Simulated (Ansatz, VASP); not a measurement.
## AgCl in VASP and in Ansatz

```
CELL_PARAMETERS angstrom
3.44388 -0.18126 -0.18126
-0.18126 3.44388 -0.18126
-0.18126 -0.18126 3.44388
ATOMIC_POSITIONS crystal
Ag 0.00000 0.00000 0.00000
Cl 0.50000 0.50000 0.50000
```

Alike in both runs: task single point; functional r2SCAN; k mesh 10 × 10 × 10; occupations gaussian, width 0.05 eV; no spin polarisation.

```csv
,VASP,Ansatz
version,VASP 6.6.1,Ansatz 0.2.0
potentials or method,"VASP PAW PBE potentials, release 64 (Ag, Cl), cutoff 520 eV","scalar-relativistic, plane waves, PAW"
valence electrons in the cell,18,26
```

```tsv
	VASP	Ansatz	Ansatz less VASP
gap on the k mesh at the Fermi level (eV)	0.99	1.03	+0.042
least direct gap on the mesh (eV)	2.73	2.75	+0.013
pressure (GPa)	-0.8	-0.7	+0.10
traceless stress, the component that is largest in VASP (GPa)	-0.65	-0.62	+0.032
```

VASP's potentials were made for PBE, not for r2SCAN. VASP's potentials hold 18 valence electrons a cell and Ansatz's 26, so a difference there can come from the potentials and not from the codes.
